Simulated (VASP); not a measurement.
# ZrH4 in VASP: a series of runs

The runs below take ZrH4 through single point, relaxation of cell and atoms, with PBE.

Program: VASP 6.6.1. These are calculated values, not measurements. Logs are shortened: lines on timing, memory, paths and dates and some standing lists are left out, and cuts for length are marked.

### Step 1. The cell of the first run

The structure is cubic, space group Pm-3m (No. 221). The conventional cell has a = 3.172 Å, b = 3.172 Å, c = 3.172 Å, α = 90.00°, β = 90.00°, γ = 90.00°. Zr (site symmetry m-3m) has 20 H at 2.24 to 2.75 Å within 3.0 Å. Within 2.1 Å of H (site symmetry m-3m) lie 6 H at 1.59 Å. Within 2.1 Å of H (site symmetry 4/mmm) lie 2 H at 1.59 Å.

### Step 2. Single point, PBE, collinear spin

The input, INCAR:

```
SYSTEM = ZrH4
PREC = Accurate
ENCUT = 520
EDIFF = 1E-6
ISMEAR = 0
SIGMA = 0.1
LREAL = .FALSE.
LASPH = .TRUE.
NELM = 150
ALGO = Normal
ISIF = 2
LWAVE = .FALSE.
LCHARG = .FALSE.
ISPIN = 2
MAGMOM = 1 0 0 0 0
LORBIT = 11
LMAXMIX = 4
GGA = PE
NBANDS = 20
```

The input, KPOINTS:

```
Automatic mesh
0
G
  6 6 6
  0 0 0
```

The input, POSCAR:

```
ZrH4
1.0
    3.1718833079      0.0000000000      0.0000000000
    0.0000000000      3.1718833079      0.0000000000
    0.0000000000      0.0000000000      3.1718833079
Zr H
1 4
Direct
    0.0000000000      0.0000000000      0.0000000000
    0.5000000000      0.5000000000      0.5000000000
    0.0000000000      0.5000000000      0.5000000000
    0.5000000000      0.0000000000      0.5000000000
    0.5000000000      0.5000000000      0.0000000000
```

Potentials or basis: VASP PAW PBE potentials, release 64 (Zr_sv, H).

The run is started by

```
> cat potpaw_PBE.64/Zr_sv/POTCAR potpaw_PBE.64/H/POTCAR > POTCAR
> mpirun -np 1 vasp_std > vasp.out
```

OUTCAR:

```text
SYSTEM = ZrH4
   PREC = Accurate
   ENCUT = 520
   EDIFF = 1E-6
   ISMEAR = 0
   LREAL = .FALSE.
   LASPH = .TRUE.
   NELM = 150
   ISIF = 2
   ISPIN = 2
   LORBIT = 11
   GGA = PE

 ion  position               nearest neighbor table
   1  0.000  0.000  0.000-   3 2.24   4 2.24   5 2.24   3 2.24   4 2.24   3 2.24   5 2.24   3 2.24
                             4 2.24   5 2.24   4 2.24   5 2.24
   2  0.500  0.500  0.500-
   3  0.000  0.500  0.500-   1 2.24   1 2.24   1 2.24   1 2.24
   4  0.500  0.000  0.500-   1 2.24   1 2.24   1 2.24   1 2.24
   5  0.500  0.500  0.000-   1 2.24   1 2.24   1 2.24   1 2.24

  LATTYP: Found a simple cubic cell.
 ALAT       =     3.1718833079

  Lattice vectors:

 A1 = (   3.1718833079,   0.0000000000,   0.0000000000)
 A2 = (   0.0000000000,   3.1718833079,   0.0000000000)
 A3 = (   0.0000000000,   0.0000000000,   3.1718833079)

Analysis of symmetry for initial positions (statically):
=====================================================================
 Subroutine PRICEL returns:
 Original cell was already a primitive cell.

 Routine SETGRP: Setting up the symmetry group for a
 simple cubic supercell.

 Subroutine GETGRP returns: Found 48 space group operations
 (whereof 48 operations were pure point group operations)
 out of a pool of 48 trial point group operations.

The static configuration has the point symmetry O_h .

Analysis of symmetry for dynamics (positions and initial velocities):
=====================================================================
 Subroutine PRICEL returns:
 Original cell was already a primitive cell.

 Routine SETGRP: Setting up the symmetry group for a
 simple cubic supercell.

 Subroutine GETGRP returns: Found 48 space group operations
 (whereof 48 operations were pure point group operations)
 out of a pool of 48 trial point group operations.

The dynamic configuration has the point symmetry O_h .

Analysis of structural, dynamic, and magnetic symmetry:
=====================================================================
 Subroutine PRICEL returns:
 Original cell was already a primitive cell.

 Routine SETGRP: Setting up the symmetry group for a
 simple cubic supercell.

 Subroutine GETGRP returns: Found 48 space group operations
 (whereof 48 operations were pure point group operations)
 out of a pool of 48 trial point group operations.

The overall configuration has the point symmetry O_h .

 Subroutine INISYM returns: Found 48 space group operations
 (whereof 48 operations are pure point group operations),
 and found     1 'primitive' translations

----------------------------------------------------------------------------------------

                                     Primitive cell

  volume of cell :      31.9118

  direct lattice vectors                    reciprocal lattice vectors
     3.171883308  0.000000000  0.000000000     0.315270110  0.000000000  0.000000000
     0.000000000  3.171883308  0.000000000     0.000000000  0.315270110  0.000000000
     0.000000000  0.000000000  3.171883308     0.000000000  0.000000000  0.315270110

  length of vectors
     3.171883308  3.171883308  3.171883308     0.315270110  0.315270110  0.315270110

  position of ions in fractional coordinates (direct lattice)
     0.000000000  0.000000000  0.000000000
     0.500000000  0.500000000  0.500000000
     0.000000000  0.500000000  0.500000000
     0.500000000  0.000000000  0.500000000
     0.500000000  0.500000000  0.000000000

  ion indices of the primitive-cell ions
   primitive index   ion index
                 1           1
                 2           2
                 3           3
                 4           4
                 5           5

----------------------------------------------------------------------------------------

 KPOINTS: Automatic mesh

Automatic generation of k-mesh.
 Grid dimensions read from file:
 generate k-points for:    6    6    6

 Generating k-lattice:

  Cartesian coordinates                     Fractional coordinates (reciprocal lattice)
     0.052545018  0.000000000  0.000000000     0.166666667  0.000000000  0.000000000
     0.000000000  0.052545018  0.000000000     0.000000000  0.166666667  0.000000000
     0.000000000  0.000000000  0.052545018     0.000000000  0.000000000  0.166666667

  Length of vectors
     0.052545018  0.052545018  0.052545018

  Shift w.r.t. Gamma in fractional coordinates (k-lattice)
     0.000000000  0.000000000  0.000000000

 Subroutine IBZKPT returns following result:
 ===========================================

 Found     20 irreducible k-points:

 Following reciprocal coordinates:
            Coordinates               Weight
  0.000000  0.000000  0.000000      1.000000
  0.166667  0.000000  0.000000      6.000000
  0.333333  0.000000  0.000000      6.000000
  0.500000  0.000000  0.000000      3.000000
  0.166667  0.166667  0.000000     12.000000
  0.333333  0.166667  0.000000     24.000000
[... 12 lines left out ...]
  0.500000  0.500000  0.333333      6.000000
  0.500000  0.500000  0.500000      1.000000
   k-points           NKPTS =     20   k-points in BZ     NKDIM =     20   number of bands    NBANDS=     20
   number of dos      NEDOS =    301   number of ions     NIONS =      5
   total plane-waves  NPLWV =  13824
   dimension x,y,z NGX =    24 NGY =   24 NGZ =   24
   dimension x,y,z NGXF=    48 NGYF=   48 NGZF=   48
   ions per type =               1   4
   NGX,Y,Z   is equivalent  to a cutoff of  12.58, 12.58, 12.58 a.u.
   NGXF,Y,Z  is equivalent  to a cutoff of  25.16, 25.16, 25.16 a.u.
 SYSTEM =  ZrH4
   PREC   = accura    normal or accurate (medium, high low for compatibility)
   ISTART =      0    job   : 0-new  1-cont  2-samecut
   ICHARG =      2    charge: 1-file 2-atom 10-const
   ISPIN  =      2    spin polarized calculation?
   LNONCOLLINEAR =      F non collinear calculations
   LSORBIT =      F    spin-orbit coupling
   LASPH  =      T    aspherical Exc in radial PAW
   ENCUT  =  520.0 eV  38.22 Ry    6.18 a.u.   5.90  5.90  5.90*2*pi/ulx,y,z
   NELM   =    150;   NELMIN=  2; NELMDL= -5     # of ELM steps
   EDIFF  = 0.1E-05   stopping-criterion for ELM
   LREAL  =      F    real-space projection
   EDIFFG = 0.1E-04   stopping-criterion for IOM
   NSW    =      0    number of steps for IOM
   IBRION =     -1    ionic relax: 0-MD 1-quasi-New 2-CG
   NFREE  =      0    steps in history (QN), initial steepest desc. (CG)
   ISIF   =      2    stress and relaxation
   ISYM   =      2    0-nonsym 1-usesym 2-fastsym
   POTIM  = 0.5000    time-step for ionic-motion
   TEBEG  =    0.0;   TEEND  =   0.0 temperature during run
   PSTRESS=    0.0 pullay stress
   NELECT =      16.0000    total number of electrons
   NUPDOWN=      -1.0000    fix difference up-down
   EMIN   =  10.00;   EMAX   =-10.00  energy-range for DOS
   EFERMI =   0.00;   METHOD = LEGACY
   ISMEAR =     0;   SIGMA  =   0.10  broadening in eV -4-tet -1-fermi 0-gaus
   EFERMI_NEDOS =   21; number of points for ismear=-14 and -15
   IALGO  =     38    algorithm
   IMIX   =      4    mixing-type and parameters
     AMIX     =   0.40;   BMIX     =  1.00
     AMIX_MAG =   1.60;   BMIX_MAG =  1.00
  volume/ion in A,a.u.               =       6.38        43.07
  Fermi-wavevector in a.u.,A,eV,Ry     =   1.300562  2.457705 23.013720  1.691461
  Thomas-Fermi vector in A             =   2.431753
   LORBIT       =     11    0 simple, 1 ext, 2 COOP (PROOUT), +10 PAW based schemes
   GGA     = PE    functional components
   LHFCALC =     F    Hartree Fock is set to
   AEXX    =    0.0000 exact exchange contribution
   IVDW    =     0    specifies the selected vdW correction
   LEPSILON=     F    determine dielectric tensor
   LRPA    =     F    only Hartree local field effects (RPA)
 spin polarized calculation
 Gauss-broadening in eV      SIGMA  =   0.10
  energy-cutoff  :      520.00
  volume of cell :       31.91
 maximum number of plane-waves:       912
 NGX is ok and might be reduce to    24
   NGX = 11   NGY = 11   NGZ = 11

 number of electron      15.9999999 magnetization       0.0016558

 number of electron      15.9999999 magnetization      -0.0001286

 Free energy of the ion-electron system (eV)
  ---------------------------------------------------
  ext. energy  EPLUGINS =         0.00000000
  ---------------------------------------------------
  free energy    TOTEN  =       -20.58068656 eV

  energy without entropy =      -20.57082986  energy(sigma->0) =      -20.57575821

 E-fermi :   8.6600     XC(G=0): -11.4625

 val. band max:        8.6340597040   @ k =   0.3333   0.1667   0.1667
 cond. band min:       8.7389149680   @ k =   0.3333   0.3333   0.1667
 fundamental gap:      0.1048552640
 Fermi energy:         8.6599697275

 spin component 1

 k-point     1 :       0.0000    0.0000    0.0000
  band No.  band energies     occupation
      1     -40.9825      1.00000
      2     -18.7601      1.00000
      3     -18.7601      1.00000
      4     -18.7601      1.00000
      5      -3.8860      1.00000
      6       3.8426      1.00000
[... 436 lines left out ...]
      6       1.7946      1.00000
[... 12 lines left out ...]
     19      32.7246      0.00000
     20      32.7247      0.00000
 Fermi energy:         8.6599697275

 spin component 2

 k-point     1 :       0.0000    0.0000    0.0000
  band No.  band energies     occupation
      1     -40.9826      1.00000
      2     -18.7602      1.00000
      3     -18.7602      1.00000
      4     -18.7602      1.00000
      5      -3.8861      1.00000
      6       3.8426      1.00000
[... 449 lines left out ...]
     19      32.7244      0.00000
     20      32.7244      0.00000

------------------------ aborting loop because EDIFF is reached ----------------------------------------

  FORCE on cell =-STRESS in cart. coord.  units (eV):
  Direction    XX          YY          ZZ          XY          YZ          ZX
  --------------------------------------------------------------------------------------
  -------------------------------------------------------------------------------------
  Total       -0.0199235     -0.0199235     -0.0199235     -0.0000000     -0.0000000      0.0000000
  in kB       -1.0002851     -1.0002851     -1.0002851     -0.0000000     -0.0000000      0.0000000
  external PRESSURE =      -1.0002851 kB  Pullay stress =       0.0000000 kB

 VOLUME and BASIS-vectors are now :
 -----------------------------------------------------------------------------
  energy-cutoff  :      520.00
  volume of cell :       31.91
      direct lattice vectors                 reciprocal lattice vectors
     3.171883308  0.000000000  0.000000000     0.315270110  0.000000000  0.000000000
     0.000000000  3.171883308  0.000000000     0.000000000  0.315270110  0.000000000
     0.000000000  0.000000000  3.171883308     0.000000000  0.000000000  0.315270110

 POSITION                                       TOTAL-FORCE (eV/Angst)
 -----------------------------------------------------------------------------------
      0.00000      0.00000      0.00000         0.000000      0.000000      0.000000
      1.58594      1.58594      1.58594         0.000000      0.000000      0.000000
      0.00000      1.58594      1.58594         0.000000      0.000000      0.000000
      1.58594      0.00000      1.58594         0.000000      0.000000      0.000000
      1.58594      1.58594      0.00000         0.000000      0.000000      0.000000
 -----------------------------------------------------------------------------------
    total drift:                                0.000000      0.000000      0.000000

  FREE ENERGIE OF THE ION-ELECTRON SYSTEM (eV)
  ---------------------------------------------------
  free  energy   TOTEN  =       -20.5806865562 eV

  energy  without entropy=      -20.5708298625  energy(sigma->0) =      -20.57575821

 total charge

# of ion       s       p       d       tot
------------------------------------------
    1        2.166   5.967   1.723   9.856
    2        0.367   0.024   0.000   0.391
    3        0.510   0.017   0.000   0.527
    4        0.510   0.017   0.000   0.527
    5        0.510   0.017   0.000   0.527
--------------------------------------------------
tot          4.064   6.042   1.723  11.829

 magnetization (x)

# of ion       s       p       d       tot
------------------------------------------
    1       -0.000  -0.000  -0.000  -0.000
    2       -0.000  -0.000   0.000  -0.000
    3        0.000  -0.000   0.000   0.000
    4        0.000  -0.000   0.000   0.000
    5        0.000  -0.000   0.000   0.000
--------------------------------------------------
tot         -0.000  -0.000  -0.000  -0.000
```

It took 11 s on 1 thread of Intel Xeon Platinum 8488C (Sapphire Rapids), shared host; peak memory 0.15 GiB.

Results:

```
Free energy                                           : -20.5807 eV
Pressure                                              : -0.1 GPa
Band gap on the k mesh                                : zero (filled and empty bands overlap)
Net moment                                            : 0.00 μB per cell
Valence electrons inside the program's atomic spheres : Zr 9.86; H 0.39, 0.53 (each value once)
```

### Step 3. Single point, PBE

The input, INCAR:

```
  PREC = Accurate
  ENCUT = 520
  EDIFF = 1E-6
  ISMEAR = 0
  SIGMA = 0.1
  LREAL = F
  LASPH = T
  NELM = 80
  ALGO = Normal
  ISIF = 2
  LWAVE = F
  LCHARG = F
  GGA = PE
  NBANDS = 16
```

The input, KPOINTS:

```
regular mesh
0
Gamma
  12 12 12
```

Edit POSCAR of step 2 so:

```diff
@@ -2,5 +2,5 @@
 1.0
-    3.1718833079      0.0000000000      0.0000000000
-    0.0000000000      3.1718833079      0.0000000000
-    0.0000000000      0.0000000000      3.1718833079
+    3.1723650752      0.0000000000      0.0000000000
+    0.0000000000      3.1723650752      0.0000000000
+    0.0000000000      0.0000000000      3.1723650752
 Zr H
```

Potentials or basis: VASP PAW PBE potentials, release 64 (Zr_sv, H).

The run is started by

```
> cat potpaw_PBE.64/Zr_sv/POTCAR potpaw_PBE.64/H/POTCAR > POTCAR
> mpirun -np 1 vasp_std > vasp.out
```

OUTCAR:

```text
PREC = Accurate
   ENCUT = 520
   EDIFF = 1E-6
   ISMEAR = 0
   LREAL = F
   LASPH = T
   NELM = 80
   ISIF = 2
   GGA = PE

 ion  position               nearest neighbor table
   1  0.000  0.000  0.000-   3 2.24   4 2.24   5 2.24   3 2.24   4 2.24   3 2.24   5 2.24   3 2.24
                             4 2.24   5 2.24   4 2.24   5 2.24
   2  0.500  0.500  0.500-
   3  0.000  0.500  0.500-   1 2.24   1 2.24   1 2.24   1 2.24
   4  0.500  0.000  0.500-   1 2.24   1 2.24   1 2.24   1 2.24
[... 661 lines left out ...]
  --------------------------------------------------------------------------------------
  -------------------------------------------------------------------------------------
  Total       -0.0345692     -0.0345692     -0.0345692      0.0000000      0.0000000     -0.0000000
  in kB       -1.7348027     -1.7348027     -1.7348027      0.0000000      0.0000000     -0.0000000
  external PRESSURE =      -1.7348027 kB  Pullay stress =       0.0000000 kB

 VOLUME and BASIS-vectors are now :
 -----------------------------------------------------------------------------
  energy-cutoff  :      520.00
  volume of cell :       31.93
      direct lattice vectors                 reciprocal lattice vectors
     3.172365075  0.000000000  0.000000000     0.315222232  0.000000000  0.000000000
     0.000000000  3.172365075  0.000000000     0.000000000  0.315222232  0.000000000
     0.000000000  0.000000000  3.172365075     0.000000000  0.000000000  0.315222232

 POSITION                                       TOTAL-FORCE (eV/Angst)
 -----------------------------------------------------------------------------------
      0.00000      0.00000      0.00000         0.000000      0.000000      0.000000
      1.58618      1.58618      1.58618         0.000000      0.000000      0.000000
      0.00000      1.58618      1.58618         0.000000      0.000000      0.000000
      1.58618      0.00000      1.58618         0.000000      0.000000      0.000000
      1.58618      1.58618      0.00000         0.000000      0.000000      0.000000
 -----------------------------------------------------------------------------------
    total drift:                               -0.000000      0.000000      0.000000

  FREE ENERGIE OF THE ION-ELECTRON SYSTEM (eV)
  ---------------------------------------------------
  free  energy   TOTEN  =       -20.5697010668 eV

  energy  without entropy=      -20.5630993665  energy(sigma->0) =      -20.56640022
```

stdout:

```text
POSCAR found type information on POSCAR ZrH
 POSCAR found :  2 types and       5 ions
 scaLAPACK will be used
 LDA part: xc-table for (Slater+PW92), standard interpolation
 POSCAR, INCAR and KPOINTS ok, starting setup
 FFT: planning ... GRIDC
 FFT: planning ... GRID_SOFT
 FFT: planning ... GRID
 WAVECAR not read
 entering main loop
```

Wall time 14 s (1 thread of Intel Xeon Platinum 8488C (Sapphire Rapids), shared host); peak memory 0.17 GiB.

What came out:

| Property | Result |
| --- | --- |
| Free energy | -20.5697 eV |
| Pressure | -0.2 GPa |
| Band gap on the k mesh | zero (bands 8 and 9 overlap by 3.49 eV) |

Levels at points of the mesh, in eV from the Fermi level:
```tsv
k point	band 5	band 6	band 7	band 8	band 9	band 10	band 11	band 12
(0.00, 0.00, 0.00)	-12.47	-4.78	-4.78	3.09	3.09	3.09	3.40	4.66
(0.50, 0.00, 0.00)	-9.56	-7.60	-1.89	-1.17	0.18	0.18	3.37	3.83
(0.50, 0.50, 0.00)	-9.37	-4.81	-4.81	-2.13	0.95	0.95	1.17	4.65
(0.50, 0.50, 0.50)	-6.81	-6.81	-6.81	-4.86	4.85	4.85	4.95	4.95
```

(Continued in part 2 of 2.)

The gap in the log of VASP goes by the Fermi energy; the results here count the filled bands.